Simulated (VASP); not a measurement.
# Ga in VASP: a series of runs

Ga is run at these levels: PBE; tasks: single point, relaxation of cell and atoms.

Everything below comes from runs of VASP 6.6.1. Logs are shortened: lines on timing, memory, paths and dates and some standing lists are left out, and cuts for length are marked.

## Step 1: The cell of the first run

The structure is monoclinic, space group C2/m (No. 12). The conventional cell has a = 4.350 Å, b = 4.110 Å, c = 4.887 Å, α = 90.00°, β = 114.22°, γ = 90.00°. Ga (site symmetry m) has 9 Ga at 2.63 to 2.99 Å within 3.5 Å.

## Step 2: Single point, PBE

INCAR reads:

```
SYSTEM = Ga
PREC     = Accurate       ! precision mode
ENCUT    = 520            ! plane-wave cutoff, eV
EDIFF    = 1E-7           ! SCF threshold, eV
ISMEAR   = 0              ! smearing method
SIGMA    = 0.1            ! smearing width, eV
LREAL    = .FALSE.        ! projectors in reciprocal space
LASPH    = .TRUE.         ! aspherical terms in the spheres
NELM     = 100            ! most SCF steps
ALGO     = Fast           ! electronic algorithm
ISIF     = 2              ! what is computed and relaxed
LWAVE    = .FALSE.        ! write WAVECAR
LCHARG   = .TRUE.         ! write CHGCAR
GGA      = PE             ! functional
LELF     = .TRUE.         ! ELF
LVHAR    = .TRUE.       
NBANDS   = 20             ! bands
```

KPOINTS reads:

```
regular mesh
0
G
  6 6 4
  0 0 0
```

POSCAR reads:

```
Ga
1.0
    2.1713878398     -2.0551660041     -0.1228055078
    2.1713878398      2.0551660041     -0.1228055078
   -1.7497794583      0.0000000000      4.5627417970
Ga
2
Direct
    0.1604491980      0.1604491980      0.2935578661
    0.8395508020      0.8395508020      0.7064421339
```

Potentials or basis: VASP PAW PBE potentials, release 64 (Ga_d).

Command:

```bash
> cat potpaw_PBE.64/Ga_d/POTCAR > POTCAR
> mpirun -np 1 vasp_std > vasp.out
```

OUTCAR:

```text
SYSTEM = Ga
   PREC = Accurate
   ENCUT = 520
   EDIFF = 1E-7
   ISMEAR = 0
   LREAL = .FALSE.
   LASPH = .TRUE.
   NELM = 100
   ISIF = 2
   GGA = PE

 ion  position               nearest neighbor table
   1  0.160  0.160  0.294-   2 2.63   2 2.76   2 2.76   2 2.81   2 2.89
   2  0.840  0.840  0.706-   1 2.63   1 2.76   1 2.76   1 2.81   1 2.89

  LATTYP: Found a base centered monoclinic cell.
 ALAT       =     4.3497155510
 B/A-ratio  =     0.9449657018
 C/A-ratio  =     1.1234646284
 COS(beta)  =    -0.4102167776

  Lattice vectors:

 A1 = (   2.1713878398,  -2.0551660041,  -0.1228055078)
 A2 = (   2.1713878398,   2.0551660041,  -0.1228055078)
 A3 = (  -1.7497794583,   0.0000000000,   4.5627417970)

Analysis of symmetry for initial positions (statically):
=====================================================================
 Subroutine PRICEL returns:
 Original cell was already a primitive cell.

 Routine SETGRP: Setting up the symmetry group for a
 base centered monoclinic supercell.

 Subroutine GETGRP returns: Found  4 space group operations
 (whereof  4 operations were pure point group operations)
 out of a pool of  4 trial point group operations.

The static configuration has the point symmetry C_2h.

Analysis of symmetry for dynamics (positions and initial velocities):
=====================================================================
 Subroutine PRICEL returns:
 Original cell was already a primitive cell.

 Routine SETGRP: Setting up the symmetry group for a
 base centered monoclinic supercell.

 Subroutine GETGRP returns: Found  4 space group operations
 (whereof  4 operations were pure point group operations)
 out of a pool of  4 trial point group operations.

The dynamic configuration has the point symmetry C_2h.

 Subroutine INISYM returns: Found  4 space group operations
 (whereof  4 operations are pure point group operations),
 and found     1 'primitive' translations

----------------------------------------------------------------------------------------

                                     Primitive cell

  volume of cell :      39.8398

  direct lattice vectors                    reciprocal lattice vectors
     2.171387840 -2.055166004 -0.122805508     0.235372451 -0.243289349  0.090263683
[... 82 lines left out ...]
   LSORBIT =      F    spin-orbit coupling
   LASPH  =      T    aspherical Exc in radial PAW
   ENCUT  =  520.0 eV  38.22 Ry    6.18 a.u.   5.56  5.56  9.09*2*pi/ulx,y,z
   NELM   =    100;   NELMIN=  2; NELMDL= -5     # of ELM steps
   EDIFF  = 0.1E-06   stopping-criterion for ELM
   LREAL  =      F    real-space projection
   EDIFFG = 0.1E-05   stopping-criterion for IOM
   NSW    =      0    number of steps for IOM
   IBRION =     -1    ionic relax: 0-MD 1-quasi-New 2-CG
   NFREE  =      0    steps in history (QN), initial steepest desc. (CG)
   ISIF   =      2    stress and relaxation
   ISYM   =      2    0-nonsym 1-usesym 2-fastsym
   POTIM  = 0.5000    time-step for ionic-motion
   TEBEG  =    0.0;   TEEND  =   0.0 temperature during run
   PSTRESS=    0.0 pullay stress
   NELECT =      26.0000    total number of electrons
   NUPDOWN=      -1.0000    fix difference up-down
   EMIN   =  10.00;   EMAX   =-10.00  energy-range for DOS
   EFERMI =   0.00;   METHOD = LEGACY
   ISMEAR =     0;   SIGMA  =   0.10  broadening in eV -4-tet -1-fermi 0-gaus
   EFERMI_NEDOS =   21; number of points for ismear=-14 and -15
   IALGO  =     68    algorithm
   IMIX   =      4    mixing-type and parameters
     AMIX     =   0.40;   BMIX     =  1.00
     AMIX_MAG =   1.60;   BMIX_MAG =  1.00
  volume/ion in A,a.u.               =      19.92       134.43
  Fermi-wavevector in a.u.,A,eV,Ry     =   1.420017  2.683443 27.435446  2.016448
  Thomas-Fermi vector in A             =   2.540977
   LORBIT       =      0    0 simple, 1 ext, 2 COOP (PROOUT), +10 PAW based schemes
   GGA     = PE    functional components
   LHFCALC =     F    Hartree Fock is set to
   AEXX    =    0.0000 exact exchange contribution
   IVDW    =     0    specifies the selected vdW correction
   LEPSILON=     F    determine dielectric tensor
   LRPA    =     F    only Hartree local field effects (RPA)
 non-spin polarized calculation
 RMM-DIIS sequential band-by-band and
 Gauss-broadening in eV      SIGMA  =   0.10
  energy-cutoff  :      520.00
  volume of cell :       39.84
 maximum number of plane-waves:      1096
 NGX is ok and might be reduce to    24
   NGX = 11   NGY = 11   NGZ = 19

 number of electron      25.9999988 magnetization

 Free energy of the ion-electron system (eV)
  ---------------------------------------------------
  ext. energy  EPLUGINS =         0.00000000
  ---------------------------------------------------
  free energy    TOTEN  =        -5.80979154 eV

  energy without entropy =       -5.80760568  energy(sigma->0) =       -5.80869861

 E-fermi :   5.0073     XC(G=0): -10.6392

 val. band max:        4.9811628031   @ k =  -0.3333  -0.3333   0.2500
 cond. band min:       5.1073348245   @ k =  -0.3333   0.1667   0.0000
 fundamental gap:      0.1261720214
 Fermi energy:         5.0073054335

 k-point     1 :       0.0000    0.0000    0.0000
  band No.  band energies     occupation
      1     -10.1181      2.00000
      2      -9.9907      2.00000
      3      -9.9843      2.00000
      4      -9.9611      2.00000
      5      -9.9051      2.00000
      6      -9.8776      2.00000
[... 541 lines left out ...]
     19      18.8960      0.00000
     20      19.3869      0.00000

 [... further k-points ...]

------------------------ aborting loop because EDIFF is reached ----------------------------------------

  FORCE on cell =-STRESS in cart. coord.  units (eV):
  Direction    XX          YY          ZZ          XY          YZ          ZX
  --------------------------------------------------------------------------------------
  -------------------------------------------------------------------------------------
  Total       -0.0266640     -0.0247318     -0.0195176      0.0000000      0.0000000     -0.0349770
  in kB       -1.0723058     -0.9946018     -0.7849119      0.0000000      0.0000000     -1.4066179
  external PRESSURE =      -0.9506065 kB  Pullay stress =       0.0000000 kB

 VOLUME and BASIS-vectors are now :
 -----------------------------------------------------------------------------
  energy-cutoff  :      520.00
  volume of cell :       39.84
      direct lattice vectors                 reciprocal lattice vectors
     2.171387840 -2.055166004 -0.122805508     0.235372451 -0.243289349  0.090263683
     2.171387840  2.055166004 -0.122805508     0.235372451  0.243289349  0.090263683
    -1.749779458  0.000000000  4.562741797     0.012670028  0.000000000  0.224025334

 POSITION                                       TOTAL-FORCE (eV/Angst)
 -----------------------------------------------------------------------------------
      0.18313      0.00000      1.30002         0.002306      0.000000      0.007713
      2.40986      0.00000      3.01711        -0.002306      0.000000     -0.007713
 -----------------------------------------------------------------------------------
    total drift:                                0.000000     -0.000000     -0.000000

  FREE ENERGIE OF THE ION-ELECTRON SYSTEM (eV)
  ---------------------------------------------------
  free  energy   TOTEN  =        -5.8097915406 eV

  energy  without entropy=       -5.8076056836  energy(sigma->0) =       -5.80869861
```

stdout:

```text
POSCAR found type information on POSCAR Ga
 POSCAR found :  1 types and       2 ions
 scaLAPACK will be used
 LDA part: xc-table for (Slater+PW92), standard interpolation
 POSCAR, INCAR and KPOINTS ok, starting setup
 FFT: planning ... GRIDC
 FFT: planning ... GRID_SOFT
 FFT: planning ... GRID
 WAVECAR not read
 entering main loop
WARNING in EDDRMM: call to ZHEGV failed, returncode =   8  4     16
WARNING in EDDRMM: call to ZHEGV failed, returncode =   8  4     19
```

It took 13 s on 1 thread of Intel Xeon 6975P-C (Granite Rapids), shared host; peak memory 0.16 GiB.

Results:

```yaml
Free_energy: -5.8098 eV
Pressure: -0.1 GPa
Largest_force: 0.008 eV/Å
Band_gap_on_the_k_mesh: zero (bands 13 and 14 overlap by 6.46 eV)
```

Forces on the atoms (eV/Å):
```
Ga   0.002  0.000  0.008
Ga  -0.002  0.000 -0.008
```

Stress tensor (GPa, compression positive):
```
-0.11  0.00 -0.14
 0.00 -0.10  0.00
-0.14  0.00 -0.08
```

Caveat: the k points lie up to 0.37 Å⁻¹ apart, too coarse for converged energies and pressures of a metal.

## Step 3: Single point, PBE

This run uses another cell than the first one, of 20.63 Å³/atom.

INCAR reads:

```
ALGO = Fast
EDIFF = 1E-6
ENCUT = 520
GGA = PE
ISIF = 2
ISMEAR = 0
LASPH = T
LCHARG = F
LREAL = F
LWAVE = F
NBANDS = 20
NELM = 60
PREC = Accurate
SIGMA = 0.1
```

KPOINTS reads:

```
k-points
0
Gamma
  6 6 6
```

POSCAR reads:

```
Ga
1.0
    0.0000000000      2.8315578885      4.4570079034
    1.6347687292      0.0000000000      4.4570079034
    1.6347687292      2.8315578885      0.0000000000
Ga
2
Direct
    0.1666700000      0.8333300000      0.1666700000
    0.8333300000      0.1666700000      0.8333300000
```

Potentials or basis: VASP PAW PBE potentials, release 64 (Ga_d).

Command:

```bash
> cat potpaw_PBE.64/Ga_d/POTCAR > POTCAR
> mpirun -np 1 vasp_std > vasp.out
```

Wall time 42 s (1 thread of Intel Xeon Platinum 8488C (Sapphire Rapids), shared host); peak memory 0.19 GiB.

It converged, with:

```
Free energy            : 2.2492 eV
Pressure               : 87.9 GPa
Largest force          : 0.025 eV/Å
Band gap on the k mesh : zero (bands 13 and 14 overlap by 4.54 eV)
```

Forces on the atoms (eV/Å):
```
Ga   0.000  0.025  0.000
Ga   0.000 -0.025  0.000
```

Stress tensor (GPa, compression positive):
```
132.15   0.00   0.00
  0.00 132.42   0.00
  0.00   0.00  -0.82
```

Levels at points of the mesh, in eV from the Fermi level:
```csv
k point,band 10,band 11,band 12,band 13,band 14,band 15,band 16,band 17
"(0.00, 0.00, 0.00)",-15.03,-11.88,-2.46,3.06,4.25,4.32,8.81,8.96
"(0.50, 0.00, 0.00)",-14.85,-7.63,-6.84,0.17,0.69,2.87,6.21,9.57
"(0.50, 0.50, 0.00)",-15.03,-11.67,-4.14,4.22,4.29,8.76,8.82,8.88
"(0.50, 0.00, 0.50)",-14.86,-7.72,-6.92,0.23,1.59,4.11,6.43,7.32
"(0.00, 0.50, 0.50)",-14.85,-7.53,-6.76,-0.01,0.12,2.13,6.02,11.63
```

Caveat: the k points lie up to 0.39 Å⁻¹ apart, too coarse for converged energies and pressures of a metal.

## Step 4: Single point, PBE

This run uses another cell than the first one, of 20.90 Å³/atom.

INCAR reads:

```
SYSTEM = Ga
ALGO = Normal
EDIFF = 1E-7
ENCUT = 520
GGA = PE
ISIF = 2
ISMEAR = 0
LASPH = .True.
LCHARG = .False.
LREAL = .False.
LWAVE = .False.
NBANDS = 20
NELM = 80
PREC = Accurate
SIGMA = 0.1
```

KPOINTS reads:

```
k-points
0
Gamma
  6 6 6
  0 0 0
```

POSCAR reads:

```
Ga
1.0
    0.0000000000      4.1194042977      2.3847860002
    2.1273093564      0.0000000000      2.3847860002
    2.1273093564      4.1194042977      0.0000000000
Ga
2
Direct
    0.1542360298      0.8457639702      0.1542360298
    0.8457639702      0.1542360298      0.8457639702
```

Potentials or basis: VASP PAW PBE potentials, release 64 (Ga_d).

Command:

```bash
> cat potpaw_PBE.64/Ga_d/POTCAR > POTCAR
> mpirun -np 1 vasp_std > vasp.out
```

OUTCAR:

```text
SYSTEM = Ga
   EDIFF = 1E-7
   ENCUT = 520
   GGA = PE
   ISIF = 2
   ISMEAR = 0
   LASPH = .True.
   LREAL = .False.
   NELM = 80
   PREC = Accurate

 ion  position               nearest neighbor table
   1  0.154  0.846  0.154-   2 2.54   2 2.65   2 2.65   2 2.86   2 2.86
   2  0.846  0.154  0.846-   1 2.54   1 2.65   1 2.65   1 2.86   1 2.86

  LATTYP: Found a face centered orthorhombic cell.
 ALAT       =     4.2546187128
 B/A-ratio  =     1.1210339451
 C/A-ratio  =     1.9364387626

  Lattice vectors:

 A1 = (   0.0000000000,   4.1194042977,   2.3847860002)
 A2 = (  -2.1273093564,   4.1194042977,   0.0000000000)
 A3 = (  -2.1273093564,   0.0000000000,   2.3847860002)

Analysis of symmetry for initial positions (statically):
=====================================================================
 Subroutine PRICEL returns:
 Original cell was already a primitive cell.

 Routine SETGRP: Setting up the symmetry group for a
 face centered orthorhombic supercell.

 Subroutine GETGRP returns: Found  8 space group operations
 (whereof  8 operations were pure point group operations)
 out of a pool of  8 trial point group operations.

The static configuration has the point symmetry D_2h.

[... 156 lines left out ...]
  free energy    TOTEN  =        -5.72824887 eV

  energy without entropy =       -5.72543310  energy(sigma->0) =       -5.72684099

 E-fermi :   4.7714     XC(G=0): -10.3478

 val. band max:        4.6872085308   @ k =   0.5000  -0.0000   0.0000
 cond. band min:       4.8034956116   @ k =   0.3333  -0.1667   0.1667
 fundamental gap:      0.1162870808
 Fermi energy:         4.7713880655

 k-point     1 :       0.0000    0.0000    0.0000
  band No.  band energies     occupation
      1     -10.5130      2.00000
      2     -10.4337      2.00000
      3     -10.3632      2.00000
      4     -10.3496      2.00000
      5     -10.3169      2.00000
      6     -10.3050      2.00000
[... 541 lines left out ...]
     19      13.3633      0.00000
     20      18.8285      0.00000

 [... further k-points ...]

------------------------ aborting loop because EDIFF is reached ----------------------------------------

  FORCE on cell =-STRESS in cart. coord.  units (eV):
  Direction    XX          YY          ZZ          XY          YZ          ZX
  --------------------------------------------------------------------------------------
  -------------------------------------------------------------------------------------
  Total        0.0947702      0.0631851     -0.0806522      0.0000000      0.0000000     -0.0000000
  in kB        3.6327713      2.4220378     -3.0915914      0.0000000      0.0000000     -0.0000000
  external PRESSURE =       0.9877392 kB  Pullay stress =       0.0000000 kB

 VOLUME and BASIS-vectors are now :
 -----------------------------------------------------------------------------
  energy-cutoff  :      520.00
  volume of cell :       41.80
      direct lattice vectors                 reciprocal lattice vectors
     0.000000000  4.119404298  2.384786000    -0.235038688  0.121376773  0.209662418
     2.127309356  0.000000000  2.384786000     0.235038688 -0.121376773  0.209662418
     2.127309356  4.119404298  0.000000000     0.235038688  0.121376773 -0.209662418

 POSITION                                       TOTAL-FORCE (eV/Angst)
 -----------------------------------------------------------------------------------
      2.12731      1.27072      2.38479         0.000000     -0.006191      0.000000
      2.12731      6.96809      2.38479         0.000000      0.006191      0.000000
 -----------------------------------------------------------------------------------
    total drift:                               -0.000000     -0.000000      0.000000

  FREE ENERGIE OF THE ION-ELECTRON SYSTEM (eV)
  ---------------------------------------------------
  free  energy   TOTEN  =        -5.7282488693 eV

  energy  without entropy=       -5.7254331017  energy(sigma->0) =       -5.72684099
```

stdout:

```text
POSCAR found type information on POSCAR Ga
 POSCAR found :  1 types and       2 ions
 scaLAPACK will be used
 LDA part: xc-table for (Slater+PW92), standard interpolation
 POSCAR, INCAR and KPOINTS ok, starting setup
 FFT: planning ... GRIDC
 FFT: planning ... GRID_SOFT
 FFT: planning ... GRID
 WAVECAR not read
 entering main loop
```

Run time: 32 s. Hardware: 1 thread of Intel Xeon Platinum 8488C (Sapphire Rapids), shared host; peak memory 0.19 GiB.

Results:

| Property | Result |
| --- | --- |
| Free energy | -5.7282 eV |
| Pressure | 0.1 GPa |
| Largest force | 0.006 eV/Å |
| Band gap on the k mesh | zero (bands 13 and 14 overlap by 5.20 eV) |

Forces in eV/Å, atoms in the order of the input:
```
Ga   0.000 -0.006  0.000
Ga   0.000  0.006  0.000
```

[end of part 1 of 2]
